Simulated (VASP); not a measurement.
Here is a VASP 6.6.1 calculation.

The input INCAR:

```
PREC = Accurate ; ENCUT = 520
EDIFF = 1E-7 ; ISMEAR = 0
SIGMA = 0.1 ; LREAL = F
LASPH = T ; NELM = 80
ALGO = Normal ; ISIF = 2
LWAVE = F ; LCHARG = F
GGA = PE ; NBANDS = 22
```

File KPOINTS:

```
regular mesh
0
Gamma
  6 6 4
```

POSCAR

```
Sr2Ca
1.0
    3.4228924800      0.0000000000      0.0000000000
    0.0000000000      3.4228924800      0.0000000000
    0.0000000000      0.0000000000      6.4096603500
Sr Ca
2 1
Direct
    0.5000000000      0.5000000000      0.2207416800
    0.5000000000      0.5000000000      0.7625249700
    0.0000000000      0.0000000000      0.0167333500
```

Potentials or basis: VASP PAW PBE potentials, release 64 (Sr_sv, Ca_sv).

The run is started by

```bash
$ cat potpaw_PBE.64/Sr_sv/POTCAR potpaw_PBE.64/Ca_sv/POTCAR > POTCAR
$ mpirun -np 1 vasp_std > vasp.out
```

Q: Predict the pressure.

A: 32.5 GPa.

Q: Estimate the band gap on the k mesh.

A: Zero (bands 15 and 16 overlap by 1.31 eV).

Q: Estimate the largest force.

A: 4.635 eV/Å.

Forces in eV/Å, atoms in the order of the input:
```
Sr   0.000  0.000  4.635
Sr   0.000  0.000 -4.505
Ca   0.000  0.000 -0.130
```

Caveat: the cell stands under pressure; forces of over 1 eV/Å act on the atoms, so gaps and moduli don't describe the material at rest.
